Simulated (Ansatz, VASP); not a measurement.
**LiNbO3 in VASP and in Ansatz**

File INCAR:

```
SYSTEM = LiNbO3
ALGO = Normal ; EDIFF = 1E-7
ENCUT = 520 ; GGA = PS
ISIF = 2 ; ISMEAR = 0
LASPH = .True. ; LCHARG = .False.
LREAL = .False. ; LWAVE = .False.
NBANDS = 45 ; NELM = 80
PREC = Accurate ; SIGMA = 0.1
```

Contents of KPOINTS:

```
k-points
0
Gamma
  6 6 6
  0 0 0
```

Contents of POSCAR:

```
LiNbO3
1.0
    2.5770834800      1.4878798400      4.6625706200
   -2.5770834800      1.4878798400      4.6625706200
    0.0000000000     -2.9757596800      4.6625706200
Li Nb O
2 2 6
Direct
    0.7054734700      0.7054734700      0.7054734700
    0.2054734700      0.2054734700      0.2054734700
    0.9875072800      0.9875072800      0.9875072800
    0.4875072800      0.4875072800      0.4875072800
    0.8824795800      0.2700917500      0.6208967100
    0.6208967100      0.8824795800      0.2700917500
    0.2700917500      0.6208967100      0.8824795800
    0.7700917500      0.3824795800      0.1208967100
    0.3824795800      0.1208967100      0.7700917500
    0.1208967100      0.7700917500      0.3824795800
```

Input for Ansatz:

```yaml
crystal:
  lattice:
    - [2.57708348, 1.48787984, 4.66257062]
    - [-2.57708348, 1.48787984, 4.66257062]
    - [0.0, -2.97575968, 4.66257062]
  atoms:
    - { symbol: Li, position: [0.70547347, 0.70547347, 0.70547347] }
    - { symbol: Li, position: [0.20547347, 0.20547347, 0.20547347] }
    - { symbol: Nb, position: [0.98750728, 0.98750728, 0.98750728] }
    - { symbol: Nb, position: [0.48750728, 0.48750728, 0.48750728] }
    - { symbol: O, position: [0.88247958, 0.27009175, 0.62089671] }
    - { symbol: O, position: [0.62089671, 0.88247958, 0.27009175] }
    - { symbol: O, position: [0.27009175, 0.62089671, 0.88247958] }
    - { symbol: O, position: [0.77009175, 0.38247958, 0.12089671] }
    - { symbol: O, position: [0.38247958, 0.12089671, 0.77009175] }
    - { symbol: O, position: [0.12089671, 0.77009175, 0.38247958] }
basis:
  ecutwfc: 420
kpoints:
  mp_grid: { grid: [6, 6, 6] }
hamiltonian:
  xc: pbesol
  pseudopotentials: { kind: paw, azcp: { folder: soft_1 } }
scf:
  occupations: { method: gaussian, width: 0.1 }
output:
  forces: true
  stress: true
  eigenvalues: true
```

Alike in both runs: task single point; functional PBEsol; k mesh 6 × 6 × 6; occupations gaussian, width 0.1 eV; no spin polarisation.

```csv
,VASP,Ansatz
version,VASP 6.6.1,Ansatz 0.2.0
potentials or method,"VASP PAW PBE potentials, release 64 (Li_sv, Nb_sv, O), cutoff 520 eV","scalar-relativistic, plane waves, PAW"
valence electrons in the cell,68,68
```

VASP gave:

```
gap on the k mesh at the Fermi level (eV) : 3.43
least direct gap on the mesh (eV)         : 3.48
rms of the force components (eV/Å)        : 0.233
```

**Question.** Which values does Ansatz return?

**Answer.** gap on the k mesh at the Fermi level (eV): 3.44; least direct gap on the mesh (eV): 3.50; rms of the force components (eV/Å): 0.234.

VASP's potentials were made for PBE, not for PBEsol, and Ansatz warns of the same on its side. Atom by atom the forces differ by 0.013 eV/Å (rms over components).

Noted on VASP's run: the cutoff is under 1.25 times that of the potentials, so the pressure is a little rough.
